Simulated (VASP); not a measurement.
# BaS (rocksalt type): single point with LDA

BaS (rocksalt type):

```
Ba S
1.0
     0.00000    2.36618    2.36618
     2.36618    0.00000    2.36618
     2.36618    2.36618    0.00000
Ba S
1 1
Direct
  0.00000 0.00000 0.00000
  0.50000 0.50000 0.50000
```

```yaml
Program: VASP 6.6.1
Task: single point
Functional: LDA
Potentials_or_basis: VASP PAW LDA potentials, release 64 (Ba_sv, S)
Cutoff: 500 eV
k_mesh: 11 × 11 × 11
Occupations: fermi-dirac, width 0.1 eV
Spin: no spin polarisation
Dipole_correction: no
Further_INCAR_settings: ALGO = Normal; EDIFF = 1e-06; NBANDS = 15
```

* Pressure: 207.9 GPa
* Band gap on the k mesh: zero (bands 8 and 9 overlap by 2.64 eV)

Levels at points of the mesh, in eV from the Fermi level:
| k point | band 5 | band 6 | band 7 | band 8 | band 9 | band 10 | band 11 | band 12 |
| --- | --- | --- | --- | --- | --- | --- | --- | --- |
| (0.00, 0.00, 0.00) | -12.08 | -1.57 | -1.57 | -1.57 | -0.22 | -0.22 | -0.22 | 2.11 |

Wall time 13 s on 1 thread of Intel(R) Xeon(R) Platinum 8375C CPU @ 2.90GHz (Ice Lake), with other jobs on the host, peak memory 0.14 GiB.

Caveat: the cell stands under pressure; spin-orbit coupling is left out, which moves the levels of the heavy elements.
